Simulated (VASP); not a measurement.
# CaO (rock salt type) in VASP: settings compared

Aim: see how the results for CaO (rock salt type) move with the level of theory and the settings. Levels: PBE, HSE06. Tasks: single point.

Everything below comes from runs of VASP 6.6.1. Logs are shortened: lines on timing, memory, paths and dates and some standing lists are left out, and cuts for length are marked.

## Step 1: The cell of the first run

Symmetry: I4mm, No. 107, tetragonal system. Conventional cell: a = 3.415 Å, b = 3.415 Å, c = 4.830 Å, α = 90.00°, β = 90.00°, γ = 90.00°. Ca (site symmetry 4mm) has 6 O at 2.40 to 2.43 Å within 3.2 Å. Within 3.2 Å of O (site symmetry 4mm) lie 6 Ca at 2.40 to 2.43 Å.

## Step 2: Single point, PBE

File INCAR:

```
  PREC = Accurate
  ENCUT = 520
  EDIFF = 1E-7
  ISMEAR = -1
  SIGMA = 0.1
  LREAL = False
  LASPH = True
  NELM = 60
  ALGO = Normal
  ISIF = 2
  LWAVE = False
  LCHARG = False
  GGA = PE
  NBANDS = 15
```

File KPOINTS:

```
regular mesh
0
Gamma
  8 8 8
```

File POSCAR:

```
CaO
1.0
    0.0000000000      2.4150000000      2.4150000000
    2.4150000000      0.0000000000      2.4150000000
    2.4150000000      2.4150000000      0.0000000000
Ca O
1 1
Direct
   -0.0041407867      0.0041407867      0.0041407867
    0.5000000000      0.5000000000      0.5000000000
```

Potentials or basis: VASP PAW PBE potentials, release 64 (Ca_sv, O).

On the command line:

```
$ cat potpaw_PBE.64/Ca_sv/POTCAR potpaw_PBE.64/O/POTCAR > POTCAR
$ mpirun -np 1 vasp_std > vasp.out
```

OUTCAR:

```text
PREC = Accurate
   ENCUT = 520
   EDIFF = 1E-7
   ISMEAR = -1
   LREAL = False
   LASPH = True
   NELM = 60
   ISIF = 2
   GGA = PE

 ion  position               nearest neighbor table
   1  0.996  0.004  0.004-   2 2.40   2 2.42   2 2.42   2 2.42   2 2.42   2 2.43
   2  0.500  0.500  0.500-   1 2.40   1 2.42   1 2.42   1 2.42   1 2.42   1 2.43

  LATTYP: Found a face centered cubic cell.
 ALAT       =     4.8300000000

  Lattice vectors:

 A1 = (   0.0000000000,   2.4150000000,   2.4150000000)
 A2 = (   2.4150000000,   0.0000000000,   2.4150000000)
 A3 = (   2.4150000000,   2.4150000000,   0.0000000000)

Analysis of symmetry for initial positions (statically):
=====================================================================
 Subroutine PRICEL returns:
 Original cell was already a primitive cell.

 Routine SETGRP: Setting up the symmetry group for a
 face centered cubic supercell.

 Subroutine GETGRP returns: Found  8 space group operations
 (whereof  8 operations were pure point group operations)
 out of a pool of 48 trial point group operations.

The static configuration has the point symmetry C_4v.

Analysis of symmetry for dynamics (positions and initial velocities):
=====================================================================
 Subroutine PRICEL returns:
 Original cell was already a primitive cell.

 Routine SETGRP: Setting up the symmetry group for a
 face centered cubic supercell.

 Subroutine GETGRP returns: Found  8 space group operations
 (whereof  8 operations were pure point group operations)
 out of a pool of 48 trial point group operations.

The dynamic configuration has the point symmetry C_4v.

 Subroutine INISYM returns: Found  8 space group operations
 (whereof  8 operations are pure point group operations),
 and found     1 'primitive' translations

----------------------------------------------------------------------------------------

                                     Primitive cell

  volume of cell :      28.1696

  direct lattice vectors                    reciprocal lattice vectors
     0.000000000  2.415000000  2.415000000    -0.207039337  0.207039337  0.207039337
     2.415000000  0.000000000  2.415000000     0.207039337 -0.207039337  0.207039337
     2.415000000  2.415000000  0.000000000     0.207039337  0.207039337 -0.207039337

  length of vectors
     3.415325753  3.415325753  3.415325753     0.358602652  0.358602652  0.358602652

  position of ions in fractional coordinates (direct lattice)
[... 88 lines left out ...]
   TEBEG  =    0.0;   TEEND  =   0.0 temperature during run
   PSTRESS=    0.0 pullay stress
   NELECT =      16.0000    total number of electrons
   NUPDOWN=      -1.0000    fix difference up-down
   EMIN   =  10.00;   EMAX   =-10.00  energy-range for DOS
   EFERMI =   0.00;   METHOD = LEGACY
   ISMEAR =    -1;   SIGMA  =   0.10  broadening in eV -4-tet -1-fermi 0-gaus
   EFERMI_NEDOS =   21; number of points for ismear=-14 and -15
   IALGO  =     38    algorithm
   IMIX   =      4    mixing-type and parameters
     AMIX     =   0.40;   BMIX     =  1.00
     AMIX_MAG =   1.60;   BMIX_MAG =  1.00
  volume/ion in A,a.u.               =      14.08        95.05
  Fermi-wavevector in a.u.,A,eV,Ry     =   1.355775  2.562044 25.009229  1.838126
  Thomas-Fermi vector in A             =   2.482834
   LORBIT       =      0    0 simple, 1 ext, 2 COOP (PROOUT), +10 PAW based schemes
   GGA     = PE    functional components
   LHFCALC =     F    Hartree Fock is set to
   AEXX    =    0.0000 exact exchange contribution
   IVDW    =     0    specifies the selected vdW correction
   LEPSILON=     F    determine dielectric tensor
   LRPA    =     F    only Hartree local field effects (RPA)
 non-spin polarized calculation
  energy-cutoff  :      520.00
  volume of cell :       28.17
 maximum number of plane-waves:       775
 NGX is ok and might be reduce to    28
   NGX = 13   NGY = 13   NGZ = 13

 number of electron      15.9999999 magnetization

 Free energy of the ion-electron system (eV)
  ---------------------------------------------------
  ext. energy  EPLUGINS =         0.00000000
  ---------------------------------------------------
  free energy    TOTEN  =       -12.80466579 eV

  energy without entropy =      -12.80466579  energy(sigma->0) =      -12.80466579

 E-fermi :   4.1631     XC(G=0): -10.4040

 val. band max:        2.2654950194   @ k =   0.0000   0.0000   0.0000
 cond. band min:       5.9064535278   @ k =   0.0000   0.5000   0.5000
 fundamental gap:      3.6409585085
 Fermi energy:         4.1631319704

 k-point     1 :       0.0000    0.0000    0.0000
  band No.  band energies     occupation
      1     -35.4297      2.00000
      2     -16.2043      2.00000
      3     -16.2040      2.00000
      4     -16.2040      2.00000
      5     -13.2370      2.00000
      6       2.2654      2.00000
      7       2.2655      2.00000
      8       2.2655      2.00000
      9       6.8613      0.00000
     10       8.4565      0.00000
     11       8.4581      0.00000
     12       8.4581      0.00000
     13       9.9347      0.00000
     14       9.9375      0.00000
[... 401 lines left out ...]
      2     -16.9453      2.00000
      3     -16.4482      2.00000
      4     -16.3393      2.00000
      5     -12.5190      2.00000
      6       0.4915      2.00000
      7       1.1960      2.00000
      8       1.4792      2.00000
      9       7.5848      0.00000
     10      10.0345      0.00000
     11      10.9901      0.00000
     12      11.0510      0.00000
     13      11.8171      0.00000
     14      13.6986      0.00000
     15      16.3807      0.00000

 [... further k-points ...]

------------------------ aborting loop because EDIFF is reached ----------------------------------------

  FORCE on cell =-STRESS in cart. coord.  units (eV):
  Direction    XX          YY          ZZ          XY          YZ          ZX
  --------------------------------------------------------------------------------------
  -------------------------------------------------------------------------------------
  Total        0.1167621      0.1064150      0.1064150      0.0000000     -0.0000000      0.0000000
  in kB        6.6409640      6.0524595      6.0524595      0.0000000     -0.0000000      0.0000000
  external PRESSURE =       6.2486277 kB  Pullay stress =       0.0000000 kB

 VOLUME and BASIS-vectors are now :
 -----------------------------------------------------------------------------
  energy-cutoff  :      520.00
  volume of cell :       28.17
      direct lattice vectors                 reciprocal lattice vectors
     0.000000000  2.415000000  2.415000000    -0.207039337  0.207039337  0.207039337
     2.415000000  0.000000000  2.415000000     0.207039337 -0.207039337  0.207039337
     2.415000000  2.415000000  0.000000000     0.207039337  0.207039337 -0.207039337

 POSITION                                       TOTAL-FORCE (eV/Angst)
 -----------------------------------------------------------------------------------
      0.02000      2.41500      2.41500        -0.058093      0.000000      0.000000
      2.41500      2.41500      2.41500         0.058093      0.000000      0.000000
 -----------------------------------------------------------------------------------
    total drift:                               -0.000059      0.000000      0.000000

  FREE ENERGIE OF THE ION-ELECTRON SYSTEM (eV)
  ---------------------------------------------------
  free  energy   TOTEN  =       -12.8046657942 eV

  energy  without entropy=      -12.8046657929  energy(sigma->0) =      -12.80466579
```

It took 12 s on 1 thread of Intel Xeon 6975P-C (Granite Rapids), shared host; peak memory 0.17 GiB.

What came out:

```
Free energy            : -12.8047 eV
Pressure               : 0.6 GPa
Largest force          : 0.058 eV/Å
Band gap on the k mesh : 3.64 eV (least direct gap 4.02 eV)
```

Forces in eV/Å, atoms in the order of the input:
```
Ca  -0.058  0.000  0.000
O    0.058  0.000  0.000
```

Levels at points of the mesh, in eV from the valence-band top:
| k point | band 4 | band 5 | band 6 | band 7 | band 8 | band 9 | band 10 | band 11 | band 12 | band 13 |
| --- | --- | --- | --- | --- | --- | --- | --- | --- | --- | --- |
| (0.00, 0.00, 0.00) | -18.47 | -15.50 | 0.00 | 0.00 | 0.00 | 4.60 | 6.19 | 6.19 | 6.19 | 7.67 |
| (0.50, 0.00, 0.00) | -18.52 | -14.37 | -2.60 | -1.17 | -1.17 | 6.98 | 8.26 | 8.28 | 8.40 | 10.30 |
| (0.50, 0.50, 0.00) | -18.69 | -15.26 | -1.31 | -0.38 | -0.38 | 3.64 | 7.94 | 8.81 | 9.44 | 9.44 |
| (0.00, 0.50, 0.50) | -18.69 | -15.26 | -1.30 | -0.38 | -0.38 | 3.64 | 7.94 | 8.81 | 9.44 | 9.44 |

A k mesh can miss the band edges.

## Step 3: Single point, HSE06

This run uses another cell than the first one, of 12.96 Å³/atom.

File POSCAR:

```
CaO
1.0
    0.0000000000      2.3488020153      2.3488020153
    2.3488020153      0.0000000000      2.3488020153
    2.3488020153      2.3488020153      0.0000000000
Ca O
1 1
Direct
    0.0000000000      0.0000000000      0.0000000000
    0.5000000000      0.5000000000      0.5000000000
```

File INCAR.step1:

```
PREC = Accurate ; ENCUT = 520
EDIFF = 1E-5 ; ISMEAR = -1
SIGMA = 0.05 ; LREAL = F
LASPH = T ; NELM = 100
ALGO = Normal ; ISIF = 2
LWAVE = T ; LCHARG = F
GGA = PE ; NBANDS = 15
```

File INCAR.step2:

```
PREC = Accurate ; ENCUT = 520
EDIFF = 1E-6 ; ISMEAR = -1
SIGMA = 0.05 ; LREAL = F
LASPH = T ; NELM = 100
ALGO = Normal ; ISIF = 2
LWAVE = F ; LCHARG = F
GGA = PE ; LHFCALC = T
HFSCREEN = 0.2079 ; PRECFOCK = Normal
ISTART = 1 ; NBANDS = 15
```

File KPOINTS:

```
Automatic mesh
0
Gamma
  4 4 4
```

Potentials or basis: VASP PAW PBE potentials, release 64 (Ca_sv, O).

On the command line:

```
$ cat potpaw_PBE.64/Ca_sv/POTCAR potpaw_PBE.64/O/POTCAR > POTCAR
$ cp INCAR.step1 INCAR
$ mpirun -np 1 vasp_std > vasp.out
$ cp INCAR.step2 INCAR
$ mpirun -np 1 vasp_std > vasp.out
```

It took 1.7 min on 1 thread of Intel Xeon 6975P-C (Granite Rapids), shared host; peak memory 0.25 GiB.

Results (log left out):

- Free energy: -14.8226 eV
- Pressure: 9.3 GPa
- Band gap on the k mesh: 5.28 eV (least direct gap 5.68 eV)

Levels at points of the mesh, in eV from the valence-band top:
```csv
k point,band 4,band 5,band 6,band 7,band 8,band 9,band 10,band 11,band 12,band 13
"(0.00, 0.00, 0.00)",-19.13,-17.18,0.00,0.00,0.00,6.85,8.37,8.37,8.37,10.12
"(0.50, 0.00, 0.00)",-19.19,-15.40,-2.99,-1.41,-1.41,9.40,10.64,11.00,11.00,13.48
"(0.50, 0.50, 0.00)",-19.44,-16.92,-1.40,-0.40,-0.40,5.28,10.71,11.55,12.44,12.44
```

Caveat: the k points lie up to 0.58 Å⁻¹ apart; the PAW data sets were made with another functional, which shifts forces and pressure a little.
